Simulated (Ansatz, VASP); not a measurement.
# One calculation of Os, two programs

POSCAR

```
Os
1.0
    4.4075563543      0.0000000000      0.0000000000
   -2.2037781772      3.8170557714      0.0000000000
    0.0000000000      0.0000000000      2.7747138281
Os
3
Direct
    1.0000000000      1.0000000000      1.0000000000
    0.3333333333      0.6666666667      0.5000000000
    0.6666666667      0.3333333333      0.5000000000
```

Contents of INCAR.step1:

```
ALGO = Normal ; EDIFF = 1E-4
ENCUT = 520 ; GGA = PE
ISMEAR = -1 ; LASPH = True
LCHARG = False ; LREAL = False
LWAVE = True ; NBANDS = 19
NELM = 100 ; PREC = Accurate
SIGMA = 0.1
```

The input INCAR.step2:

```
ALGO = Normal ; EDIFF = 1E-7
ENCUT = 520 ; ISIF = 2
ISMEAR = -1 ; ISTART = 1
LASPH = True ; LCHARG = True
LELF = True ; LMIXTAU = True
LREAL = False ; LVHAR = True
LWAVE = False ; METAGGA = R2SCAN
NBANDS = 19 ; NELM = 100
PREC = Accurate ; SIGMA = 0.1
```

KPOINTS

```
k-points
0
Gamma
  10 10 13
```

Input for Ansatz:

```yaml
crystal:
  lattice:
    - [4.4075563543, 0.0, 0.0]
    - [-2.2037781772, 3.8170557714, 0.0]
    - [0.0, 0.0, 2.7747138281]
  atoms:
    - { symbol: Os, position: [1.0, 1.0, 1.0] }
    - { symbol: Os, position: [0.3333333333, 0.6666666667, 0.5] }
    - { symbol: Os, position: [0.6666666667, 0.3333333333, 0.5] }
hamiltonian:
  xc: r2scan
  pseudopotentials:
    kind: paw
    azcp:
      Os: "pseudopotentials/Os.paw.azcp"
basis:
  ecutwfc: 500
  fft_grid_basis: typed
kpoints:
  mp_grid: { grid: [10, 10, 13], shift: [0, 0, 0] }
magnetization:
  spin_polarized: false
scf:
  occupations: { method: fermi_dirac, width: 0.1 }
  lower_state_search: "off"
output:
  stress: true
```

Alike in both runs: task single point; functional r2SCAN; k mesh 10 × 10 × 13; occupations fermi-dirac, width 0.1 eV; no spin polarisation.

|  | VASP | Ansatz |
| --- | --- | --- |
| version | VASP 6.6.1 | Ansatz 0.2.0 |
| potentials or method | VASP PAW PBE potentials, release 64 (Os), cutoff 520 eV | plane waves (500 eV) with PAW, scalar-relativistic |
| valence electrons in the cell | 24 | 48 |

```tsv
	VASP	Ansatz	Ansatz less VASP
pressure (GPa)	-25.5	-25.6	-0.17
traceless stress, the component that is largest in VASP (GPa)	3.00	2.99	-0.012
```

VASP's potentials were made for PBE, not for r2SCAN. The functional is the same, so the differences come from potentials, cutoffs and numerics. VASP's potentials hold 24 valence electrons a cell and Ansatz's 48, so a difference there can come from the potentials and not from the codes.

Neither program's run includes spin-orbit coupling.
